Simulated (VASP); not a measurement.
**HfSiO4: relaxation of cell and atoms with PBE**

Crystal: HfSiO4.

```
Hf Si O
1.0
    -3.28625    3.28625    2.98160
     3.28625   -3.28625    2.98160
     3.28625    3.28625   -2.98160
Hf Si O
2 2 8
Direct
  0.75000 0.25000 0.50000
  0.00000 0.00000 0.00000
  0.25000 0.75000 0.50000
  0.50000 0.50000 0.00000
  0.13530 0.31980 0.81550
  0.06980 0.75430 0.68450
  0.50430 0.31980 0.18450
  0.06980 0.38530 0.31550
  0.61470 0.93020 0.68450
  0.68020 0.86470 0.18450
  0.24570 0.93020 0.31550
  0.68020 0.49570 0.81550
```

| Property | Result |
| --- | --- |
| Program | VASP 6.6.1 |
| Task | relaxation of cell and atoms |
| Functional | PBE |
| Potentials or basis | VASP PAW PBE potentials, release 64 (Hf_pv, Si, O) |
| Cutoff | 600 eV |
| k mesh | 6 × 6 × 6 |
| Occupations | fermi-dirac, width 0.02 eV |
| Spin | no spin polarisation |
| Dipole correction | no |
| Further INCAR settings | ALGO = Normal; EDIFF = 1e-06; IBRION = 2; EDIFFG = -0.005; NSW = 80; ISIF = 3 |

```
Relaxed volume                        : 10.96 Å³/atom
Relaxed cell                          : a = 5.560 Å, b = 5.560 Å, c = 5.560 Å, α = 106.95°, β = 106.95°, γ = 114.64°
Space group after relaxing (to 0.1 Å) : I4_1/amd (No. 141)
Energy gained by relaxing             : 4.9 meV/atom
Ionic steps                           : 9
Pressure after relaxing               : 0.0 GPa
Largest force after relaxing          : 0.004 eV/Å
Band gap on the k mesh                : 5.34 eV (least direct gap 5.68 eV)
```

Forces in eV/Å, atoms in the order of the input:
```
Hf   0.000  0.000  0.000
Hf   0.000  0.000  0.000
Si   0.000  0.000  0.000
Si   0.000  0.000  0.000
O    0.000  0.003  0.003
O   -0.003  0.000  0.003
O    0.000 -0.003  0.003
O    0.003  0.000  0.003
O    0.000 -0.003 -0.003
O   -0.003  0.000 -0.003
O    0.000  0.003 -0.003
O    0.003  0.000 -0.003
```

Step by step:
```tsv
step	energy change (eV)	largest force (eV/Å)	pressure (GPa)	volume (Å³)
1	0.0000	0.5263	5.52	128.80
2	0.1524	1.1433	-8.36	135.81
3	-0.0567	0.1160	0.37	131.12
4	-0.0567	0.1049	0.46	131.07
5	-0.0582	0.0696	-0.24	131.67
6	-0.0585	0.0417	-0.09	131.49
7	-0.0585	0.0407	-0.05	131.47
8	-0.0590	0.0230	-0.02	131.48
9	-0.0592	0.0040	0.02	131.48
```

Final structure:
```cif
data_structure
_symmetry_space_group_name_H-M 'P 1'
_symmetry_Int_Tables_number 1
_cell_length_a 5.5597
_cell_length_b 5.5597
_cell_length_c 5.5597
_cell_angle_alpha 106.953
_cell_angle_beta 106.953
_cell_angle_gamma 114.635
_cell_volume 131.48
loop_
_atom_site_label
_atom_site_type_symbol
_atom_site_fract_x
_atom_site_fract_y
_atom_site_fract_z
_atom_site_occupancy
Hf1 Hf 0.75000 0.25000 0.50000 1
Hf2 Hf 0.00000 0.00000 0.00000 1
Si1 Si 0.25000 0.75000 0.50000 1
Si2 Si 0.50000 0.50000 0.00000 1
O1 O 0.13361 0.31837 0.81524 1
O2 O 0.06837 0.75313 0.68476 1
O3 O 0.50313 0.31837 0.18476 1
O4 O 0.06837 0.38361 0.31524 1
O5 O 0.61639 0.93163 0.68476 1
O6 O 0.68163 0.86639 0.18476 1
O7 O 0.24687 0.93163 0.31524 1
O8 O 0.68163 0.49687 0.81524 1
```

Levels at points of the mesh, in eV from the valence-band top:
```tsv
k point	band 36	band 37	band 38	band 39	band 40	band 41
(0.00, 0.00, 0.00)	-0.58	-0.53	0.00	5.70	6.01	6.02
(0.50, 0.00, 0.00)	-0.80	-0.25	-0.20	5.60	5.75	6.48
(0.50, 0.50, 0.00)	-0.90	-0.59	-0.59	5.35	5.35	6.43
(0.50, 0.50, 0.50)	-1.08	-0.88	-0.88	6.17	6.17	6.46
```

It took 10 min on 1 thread of Intel(R) Xeon(R) 6975P-C (Granite Rapids), with other jobs on the host, peak memory 0.45 GiB.

Caveat: spin-orbit coupling is left out, which moves the levels of the heavy elements. PBE usually gives volumes a little too large and moduli too small.
